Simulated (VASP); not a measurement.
# W (Fm-3m) in VASP: notebook

W is run at these levels: PBEsol; tasks: single point.

All numbers are computed with VASP 6.6.1; they aren't measurements. Logs are shortened: lines on timing, memory, paths and dates and some standing lists are left out, and cuts for length are marked.

## (1) The cell of the first run

Symmetry: Fm-3m, No. 225, cubic system. The conventional cell has a = 3.999 Å, b = 3.999 Å, c = 3.999 Å, α = 90.00°, β = 90.00°, γ = 90.00°. W (site symmetry m-3m) has 12 W at 2.83 Å within 3.7 Å.

This isn't the form of W at room conditions, which is bcc.

## (2) Single point, PBEsol (strain -0.015 along x and y, -0.015 along z)

Input file INCAR:

```
PREC = Accurate
ENCUT = 520
EDIFF = 1E-6
ISMEAR = 0
SIGMA = 0.15
LREAL = F
LASPH = T
NELM = 80
ALGO = Fast
ISIF = 2
LWAVE = F
LCHARG = F
GGA = PS
NBANDS = 13
```

Input file KPOINTS:

```
Automatic mesh
0
Gamma
  20 20 20
```

Input file POSCAR:

```
W
1.0
    0.0000000000      1.9995500000      1.9995500000
    1.9995500000      0.0000000000      1.9995500000
    1.9995500000      1.9995500000      0.0000000000
W
1
Direct
    0.0000000000      0.0000000000      0.0000000000
```

Potentials or basis: VASP PAW PBE potentials, release 64 (W_sv).

Run with:

```
$ cat potpaw_PBE.64/W_sv/POTCAR > POTCAR
$ mpirun -np 1 vasp_std > vasp.out
```

OUTCAR:

```text
PREC = Accurate
   ENCUT = 520
   EDIFF = 1E-6
   ISMEAR = 0
   LREAL = F
   LASPH = T
   NELM = 80
   ISIF = 2
   GGA = PS

 ion  position               nearest neighbor table
   1  0.000  0.000  0.000-

  LATTYP: Found a face centered cubic cell.
 ALAT       =     3.9991000000

  Lattice vectors:

 A1 = (   0.0000000000,   1.9995500000,   1.9995500000)
 A2 = (   1.9995500000,   0.0000000000,   1.9995500000)
 A3 = (   1.9995500000,   1.9995500000,   0.0000000000)

Analysis of symmetry for initial positions (statically):
=====================================================================
 Subroutine PRICEL returns:
 Original cell was already a primitive cell.

 Routine SETGRP: Setting up the symmetry group for a
 face centered cubic supercell.

 Subroutine GETGRP returns: Found 48 space group operations
 (whereof 48 operations were pure point group operations)
 out of a pool of 48 trial point group operations.

The static configuration has the point symmetry O_h .

Analysis of symmetry for dynamics (positions and initial velocities):
=====================================================================
 Subroutine PRICEL returns:
 Original cell was already a primitive cell.

 Routine SETGRP: Setting up the symmetry group for a
 face centered cubic supercell.

 Subroutine GETGRP returns: Found 48 space group operations
 (whereof 48 operations were pure point group operations)
 out of a pool of 48 trial point group operations.

The dynamic configuration has the point symmetry O_h .

 Subroutine INISYM returns: Found 48 space group operations
 (whereof 48 operations are pure point group operations),
 and found     1 'primitive' translations

----------------------------------------------------------------------------------------

                                     Primitive cell

  volume of cell :      15.9892

  direct lattice vectors                    reciprocal lattice vectors
     0.000000000  1.999550000  1.999550000    -0.250056263  0.250056263  0.250056263
     1.999550000  0.000000000  1.999550000     0.250056263 -0.250056263  0.250056263
     1.999550000  1.999550000  0.000000000     0.250056263  0.250056263 -0.250056263

  length of vectors
     2.827790729  2.827790729  2.827790729     0.433110152  0.433110152  0.433110152

  position of ions in fractional coordinates (direct lattice)
     0.000000000  0.000000000  0.000000000

  ion indices of the primitive-cell ions
   primitive index   ion index
                 1           1

----------------------------------------------------------------------------------------

 KPOINTS: Automatic mesh

Automatic generation of k-mesh.
 Grid dimensions read from file:
 generate k-points for:   20   20   20

 Generating k-lattice:

  Cartesian coordinates                     Fractional coordinates (reciprocal lattice)
    -0.012502813  0.012502813  0.012502813     0.050000000  0.000000000  0.000000000
     0.012502813 -0.012502813  0.012502813     0.000000000  0.050000000  0.000000000
     0.012502813  0.012502813 -0.012502813     0.000000000  0.000000000  0.050000000

  Length of vectors
     0.021655508  0.021655508  0.021655508

  Shift w.r.t. Gamma in fractional coordinates (k-lattice)
     0.000000000  0.000000000  0.000000000

 Subroutine IBZKPT returns following result:
 ===========================================

 Found    256 irreducible k-points:

 Following reciprocal coordinates:
            Coordinates               Weight
  0.000000  0.000000  0.000000      1.000000
  0.050000  0.000000  0.000000      8.000000
  0.100000  0.000000  0.000000      8.000000
  0.150000  0.000000  0.000000      8.000000
  0.200000  0.000000  0.000000      8.000000
  0.250000  0.000000  0.000000      8.000000
[... 16 lines left out ...]
 -0.400000  0.050000  0.000000     24.000000
 -0.350000  0.050000  0.000000     24.000000
 [... further k-points ...]
   k-points           NKPTS =    256   k-points in BZ     NKDIM =    256   number of bands    NBANDS=     13
   number of dos      NEDOS =    301   number of ions     NIONS =      1
   total plane-waves  NPLWV =  13824
   dimension x,y,z NGX =    24 NGY =   24 NGZ =   24
   dimension x,y,z NGXF=    48 NGYF=   48 NGZF=   48
   ions per type =               1
   NGX,Y,Z   is equivalent  to a cutoff of  14.11, 14.11, 14.11 a.u.
   NGXF,Y,Z  is equivalent  to a cutoff of  28.22, 28.22, 28.22 a.u.
 SYSTEM =  unknown system
   PREC   = accura    normal or accurate (medium, high low for compatibility)
   ISTART =      0    job   : 0-new  1-cont  2-samecut
   ICHARG =      2    charge: 1-file 2-atom 10-const
   ISPIN  =      1    spin polarized calculation?
   LNONCOLLINEAR =      F non collinear calculations
   LSORBIT =      F    spin-orbit coupling
   LASPH  =      T    aspherical Exc in radial PAW
   ENCUT  =  520.0 eV  38.22 Ry    6.18 a.u.   5.26  5.26  5.26*2*pi/ulx,y,z
   NELM   =     80;   NELMIN=  2; NELMDL= -5     # of ELM steps
   EDIFF  = 0.1E-05   stopping-criterion for ELM
   LREAL  =      F    real-space projection
   EDIFFG = 0.1E-04   stopping-criterion for IOM
   NSW    =      0    number of steps for IOM
   IBRION =     -1    ionic relax: 0-MD 1-quasi-New 2-CG
   NFREE  =      0    steps in history (QN), initial steepest desc. (CG)
   ISIF   =      2    stress and relaxation
   ISYM   =      2    0-nonsym 1-usesym 2-fastsym
   POTIM  = 0.5000    time-step for ionic-motion
   TEBEG  =    0.0;   TEEND  =   0.0 temperature during run
   PSTRESS=    0.0 pullay stress
   NELECT =      14.0000    total number of electrons
   NUPDOWN=      -1.0000    fix difference up-down
   EMIN   =  10.00;   EMAX   =-10.00  energy-range for DOS
   EFERMI =   0.00;   METHOD = LEGACY
   ISMEAR =     0;   SIGMA  =   0.15  broadening in eV -4-tet -1-fermi 0-gaus
   EFERMI_NEDOS =   21; number of points for ismear=-14 and -15
   IALGO  =     68    algorithm
   IMIX   =      4    mixing-type and parameters
     AMIX     =   0.40;   BMIX     =  1.00
     AMIX_MAG =   1.60;   BMIX_MAG =  1.00
  volume/ion in A,a.u.               =      15.99       107.90
  Fermi-wavevector in a.u.,A,eV,Ry     =   1.566181  2.959653 33.374036  2.452922
  Thomas-Fermi vector in A             =   2.668547
   LORBIT       =      0    0 simple, 1 ext, 2 COOP (PROOUT), +10 PAW based schemes
   GGA     = PS    functional components
   LHFCALC =     F    Hartree Fock is set to
   AEXX    =    0.0000 exact exchange contribution
   IVDW    =     0    specifies the selected vdW correction
   LEPSILON=     F    determine dielectric tensor
   LRPA    =     F    only Hartree local field effects (RPA)
 non-spin polarized calculation
 RMM-DIIS sequential band-by-band and
 Gauss-broadening in eV      SIGMA  =   0.15
  energy-cutoff  :      520.00
  volume of cell :       15.99
 maximum number of plane-waves:       444
 NGX is ok and might be reduce to    24
   NGX = 11   NGY = 11   NGZ = 11

 number of electron      14.0000000 magnetization

 Free energy of the ion-electron system (eV)
  ---------------------------------------------------
  ext. energy  EPLUGINS =         0.00000000
  ---------------------------------------------------
  free energy    TOTEN  =       -13.31502892 eV

  energy without entropy =      -13.30023439  energy(sigma->0) =      -13.30763166

 E-fermi :  10.6737     XC(G=0): -13.7019

 val. band max:       10.6644708145   @ k =  -0.2000   0.0500   0.0000
 cond. band min:      10.6773027285   @ k =   0.2000   0.1000   0.0500
 fundamental gap:      0.0128319140
 Fermi energy:        10.6737006695

 k-point     1 :       0.0000    0.0000    0.0000
  band No.  band energies     occupation
      1     -62.8996      2.00000
      2     -26.4913      2.00000
      3     -26.4913      2.00000
      4     -26.4913      2.00000
      5       1.5363      2.00000
      6      10.0848      2.00000
      7      10.0848      2.00000
      8      10.0848      2.00000
      9      13.3202      0.00000
     10      13.3202      0.00000
     11      23.5378      0.00000
     12      28.8479      0.00000
     13      28.8479      0.00000

 k-point     2 :       0.0500    0.0000    0.0000
  band No.  band energies     occupation
      1     -62.8967      2.00000
      2     -26.5245      2.00000
      3     -26.4955      2.00000
      4     -26.4955      2.00000
      5       1.6505      2.00000
      6       9.9946      2.00000
      7      10.1389      2.00000
      8      10.1389      2.00000
      9      13.2686      0.00000
     10      13.2686      0.00000
     11      23.7696      0.00000
     12      28.3288      0.00000
     13      29.0629      0.00000

 k-point     3 :       0.1000    0.0000    0.0000
  band No.  band energies     occupation
      1     -62.8882      2.00000
      2     -26.6200      2.00000
      3     -26.5076      2.00000
      4     -26.5076      2.00000
      5       1.9829      2.00000
      6       9.7559      2.00000
      7      10.2844      1.99976
      8      10.2844      1.99976
      9      13.1445      0.00000
     10      13.1445      0.00000
     11      24.4074      0.00000
     12      27.2931      0.00000
     13      29.6897      0.00000
[... 305 lines left out ...]
 k-point    23 :      -0.4000    0.0500    0.0000
  band No.  band energies     occupation
      1     -62.7862      2.00000
      2     -27.6614      2.00000
      3     -26.6793      2.00000
      4     -26.6448      2.00000
      5       4.9968      2.00000
      6       9.8210      2.00000
      7      10.0161      2.00000
      8      10.6085      1.46103
      9      15.1468      0.00000
     10      15.8994      0.00000
     11      21.7974      0.00000
     12      24.2992      0.00000
     13      30.0469      0.00000

 k-point    24 :      -0.3500    0.0500    0.0000
  band No.  band energies     occupation
      1     -62.7980      2.00000
      2     -27.5467      2.00000
      3     -26.6667      2.00000
      4     -26.6240      2.00000
      5       4.8875      2.00000
      6       9.8397      2.00000
      7      10.0433      2.00000
      8      10.1674      2.00000
      9      14.4494      0.00000
     10      15.3670      0.00000
     11      22.3623      0.00000
     12      25.6125      0.00000
     13      31.0615      0.00000

 [... further k-points ...]
[... 5 lines left out ...]
  --------------------------------------------------------------------------------------
  -------------------------------------------------------------------------------------
  Total        0.0406759      0.0406759      0.0406759     -0.0000000     -0.0000000      0.0000000
  in kB        4.0758780      4.0758780      4.0758780     -0.0000000     -0.0000000      0.0000000
  external PRESSURE =       4.0758780 kB  Pullay stress =       0.0000000 kB

 VOLUME and BASIS-vectors are now :
 -----------------------------------------------------------------------------
  energy-cutoff  :      520.00
  volume of cell :       15.99
      direct lattice vectors                 reciprocal lattice vectors
     0.000000000  1.999550000  1.999550000    -0.250056263  0.250056263  0.250056263
     1.999550000  0.000000000  1.999550000     0.250056263 -0.250056263  0.250056263
     1.999550000  1.999550000  0.000000000     0.250056263  0.250056263 -0.250056263

 POSITION                                       TOTAL-FORCE (eV/Angst)
 -----------------------------------------------------------------------------------
      0.00000      0.00000      0.00000        -0.000000     -0.000000     -0.000000
 -----------------------------------------------------------------------------------
    total drift:                               -0.000000      0.000000     -0.000000

  FREE ENERGIE OF THE ION-ELECTRON SYSTEM (eV)
  ---------------------------------------------------
  free  energy   TOTEN  =       -13.3150289197 eV

  energy  without entropy=      -13.3002343905  energy(sigma->0) =      -13.30763166
```

Wall time 72 s (1 thread of Intel Xeon 8259CL, shared host); peak memory 0.18 GiB.

Results:

| Quantity | Value |
| --- | --- |
| Free energy | -13.3150 eV |
| Pressure | 0.4 GPa |
| Band gap on the k mesh | zero (bands 7 and 8 overlap by 3.81 eV) |

Caveat: the cell differs from its parent crystal (strain -0.015 along x and y, -0.015 along z); the PAW data sets were made with another functional, which shifts forces and pressure a little; spin-orbit coupling is left out, which moves the levels of the heavy elements.

## (3) Single point, PBEsol (strain +0.015 along x and y, +0.015 along z)

Input file INCAR:

```
SYSTEM = W
ALGO = Fast ; EDIFF = 1E-6
ENCUT = 520 ; GGA = PS
ISIF = 2 ; ISMEAR = 0
LASPH = .TRUE. ; LCHARG = .FALSE.
LREAL = .FALSE. ; LWAVE = .FALSE.
NBANDS = 13 ; NELM = 60
PREC = Accurate ; SIGMA = 0.15
```

Input file KPOINTS:

```
k-points
0
G
  20 20 20
  0 0 0
```

Input file POSCAR:

```
W
1.0
    0.0000000000      2.0604500000      2.0604500000
    2.0604500000      0.0000000000      2.0604500000
    2.0604500000      2.0604500000      0.0000000000
W
1
Direct
    0.0000000000      0.0000000000      0.0000000000
```

Potentials or basis: VASP PAW PBE potentials, release 64 (W_sv).

Run with:

```
$ cat potpaw_PBE.64/W_sv/POTCAR > POTCAR
$ mpirun -np 1 vasp_std > vasp.out
```

OUTCAR:

```text
SYSTEM = W
   EDIFF = 1E-6
   ENCUT = 520
   GGA = PS
   ISIF = 2
   ISMEAR = 0
   LASPH = .TRUE.
   LREAL = .FALSE.
   NELM = 60
   PREC = Accurate

 ion  position               nearest neighbor table
   1  0.000  0.000  0.000-

  LATTYP: Found a face centered cubic cell.
 ALAT       =     4.1209000000

  Lattice vectors:

 A1 = (   0.0000000000,   2.0604500000,   2.0604500000)
 A2 = (   2.0604500000,   0.0000000000,   2.0604500000)
 A3 = (   2.0604500000,   2.0604500000,   0.0000000000)

Analysis of symmetry for initial positions (statically):
[... 554 lines left out ...]
      5       4.0617      2.00000
      6       8.5864      2.00000
      7       8.9382      2.00000
      8       9.0611      1.99985
      9      12.8261      0.00000
     10      13.6114      0.00000
     11      20.4181      0.00000
     12      23.5049      0.00000
     13      28.6170      0.00000

 [... further k-points ...]
[... 5 lines left out ...]
  --------------------------------------------------------------------------------------
  -------------------------------------------------------------------------------------
  Total       -2.4337338     -2.4337338     -2.4337338      0.0000000      0.0000000     -0.0000000
  in kB     -222.8781093   -222.8781093   -222.8781093      0.0000000      0.0000000     -0.0000000
  external PRESSURE =    -222.8781093 kB  Pullay stress =       0.0000000 kB

 VOLUME and BASIS-vectors are now :
 -----------------------------------------------------------------------------
  energy-cutoff  :      520.00
  volume of cell :       17.50
      direct lattice vectors                 reciprocal lattice vectors
     0.000000000  2.060450000  2.060450000    -0.242665437  0.242665437  0.242665437
     2.060450000  0.000000000  2.060450000     0.242665437 -0.242665437  0.242665437
     2.060450000  2.060450000  0.000000000     0.242665437  0.242665437 -0.242665437

 POSITION                                       TOTAL-FORCE (eV/Angst)
 -----------------------------------------------------------------------------------
      0.00000      0.00000      0.00000         0.000000     -0.000000      0.000000
 -----------------------------------------------------------------------------------
    total drift:                               -0.000000      0.000000     -0.000000

  FREE ENERGIE OF THE ION-ELECTRON SYSTEM (eV)
  ---------------------------------------------------
  free  energy   TOTEN  =       -13.2044988320 eV

  energy  without entropy=      -13.1876556199  energy(sigma->0) =      -13.19607723
```

It took 72 s on 1 thread of Intel Xeon 8259CL, shared host; peak memory 0.18 GiB.

What came out:

- Free energy: -13.2045 eV
- Pressure: -22.3 GPa
- Band gap on the k mesh: zero (bands 7 and 8 overlap by 3.23 eV)

Levels at points of the mesh, in eV from the Fermi level:
```tsv
k point	band 3	band 4	band 5	band 6	band 7	band 8	band 9	band 10	band 11	band 12
(0.00, 0.00, 0.00)	-37.46	-37.46	-8.67	-0.49	-0.49	-0.49	2.35	2.35	12.74	17.61
(0.50, 0.00, 0.00)	-37.59	-37.59	-5.27	-0.69	-0.69	0.49	4.61	4.61	9.35	12.35
(0.50, 0.50, 0.00)	-37.80	-37.80	-5.07	-4.13	2.74	4.56	5.28	5.28	11.21	11.21
```

Caveat: the cell differs from its parent crystal (strain +0.015 along x and y, +0.015 along z); the cell stands under tension; the PAW data sets were made with another functional, which shifts forces and pressure a little; spin-orbit coupling is left out, which moves the levels of the heavy elements.

## (4) Single point, PBEsol (strain +0.030 along x and y, +0.030 along z)

Input file INCAR:

```
PREC = Accurate
ENCUT = 520
EDIFF = 1E-6
ISMEAR = 0
SIGMA = 0.15
LREAL = F
LASPH = T
NELM = 100
ALGO = Fast
ISIF = 2
LWAVE = F
LCHARG = T
GGA = PS
LELF = T
LVHAR = T
NBANDS = 13
```

Input file KPOINTS:

```
Automatic mesh
0
Gamma
  20 20 20
```

Input file POSCAR:

```
W
1.0
    0.0000000000      2.0909000000      2.0909000000
    2.0909000000      0.0000000000      2.0909000000
    2.0909000000      2.0909000000      0.0000000000
W
1
Direct
    0.0000000000      0.0000000000      0.0000000000
```

Run with:

```
$ cat potpaw_PBE.64/W_sv/POTCAR > POTCAR
$ mpirun -np 1 vasp_std > vasp.out
```

Wall time 63 s (1 thread of Intel Xeon 8259CL, shared host); peak memory 0.19 GiB.

Results (log left out):

* Free energy: -13.0744 eV
* Pressure: -30.4 GPa
* Band gap on the k mesh: zero (bands 7 and 8 overlap by 3.00 eV)

Levels at points of the mesh, in eV from the Fermi level:
| k point | band 3 | band 4 | band 5 | band 6 | band 7 | band 8 | band 9 | band 10 | band 11 | band 12 |
| --- | --- | --- | --- | --- | --- | --- | --- | --- | --- | --- |
| (0.00, 0.00, 0.00) | -37.60 | -37.60 | -8.43 | -0.45 | -0.45 | -0.45 | 2.21 | 2.21 | 12.67 | 17.33 |
| (0.50, 0.00, 0.00) | -37.71 | -37.71 | -5.05 | -0.64 | -0.64 | 0.39 | 4.32 | 4.32 | 8.75 | 12.27 |
| (0.50, 0.50, 0.00) | -37.89 | -37.89 | -4.79 | -3.89 | 2.54 | 4.28 | 4.94 | 4.94 | 10.86 | 10.86 |

Caveat: the cell differs from its parent crystal (strain +0.030 along x and y, +0.030 along z); the cell stands under tension; the PAW data sets were made with another functional, which shifts forces and pressure a little; spin-orbit coupling is left out, which moves the levels of the heavy elements.

## (5) The runs side by side

| cell | gap on the mesh (eV) | pressure (GPa) |
| --- | --- | --- |
| a = 2.828 Å, angles 60.0°, 1 atom | none | 0.4 |
| a = 2.914 Å, angles 60.0°, 1 atom | none | -22.3 |
| a = 2.957 Å, angles 60.0°, 1 atom | none | -30.4 |

Alike in all rows: task single point; level PBEsol; potentials or basis VASP PAW PBE potentials, release 64 (W_sv); no spin polarisation; k mesh 20 × 20 × 20; cutoff (eV) 520; smearing gaussian 0.15 eV.

Caveats: the PAW data sets were made with another functional, which shifts forces and pressure a little; spin-orbit coupling is left out, which moves the levels of the heavy elements; the cell stands under tension (at least some runs).

Total energies depend on the potentials used, so only differences within one code and one set of settings carry meaning.
